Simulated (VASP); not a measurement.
Tl, 1 atom in the cell. Symmetry: P6/mmm, No. 191, hexagonal system. The conventional cell has a = 3.354 Å, b = 3.354 Å, c = 3.133 Å, α = 90.00°, β = 90.00°, γ = 120.00°. Within 4.1 Å of Tl (site symmetry 6/mmm) lie 8 Tl at 3.13 to 3.35 Å. 

| Quantity | Value |
| --- | --- |
| Program | VASP 6.6.1 |
| Task | single point |
| Functional | PBEsol |
| Potentials or basis | VASP PAW PBE potentials, release 64 (Tl_d) |
| Cutoff | 520 eV |
| k mesh | 6 × 6 × 6 |
| Occupations | gaussian, width 0.1 eV |
| Spin | no spin polarisation |
| Dipole correction | no |
| Further INCAR settings | ALGO = Normal; EDIFF = 1e-06; NBANDS = 12 |

Potentials or basis: VASP PAW PBE potentials, release 64 (Tl_d).

Command:

```bash
$ cat potpaw_PBE.64/Tl_d/POTCAR > POTCAR
$ mpirun -np 1 vasp_std > vasp.out
```

Hardware: 1 thread of Intel(R) Xeon(R) Platinum 8259CL CPU @ 2.50GHz (Skylake/Cascade Lake), with other jobs on the host.

**Question.** How long does it take, and how much memory?

**Answer.** Wall time 6.2 s on 1 thread of Intel(R) Xeon(R) Platinum 8259CL CPU @ 2.50GHz (Skylake/Cascade Lake), with other jobs on the host, peak memory 0.15 GiB. Counts: scf iterations 9, k points 28.
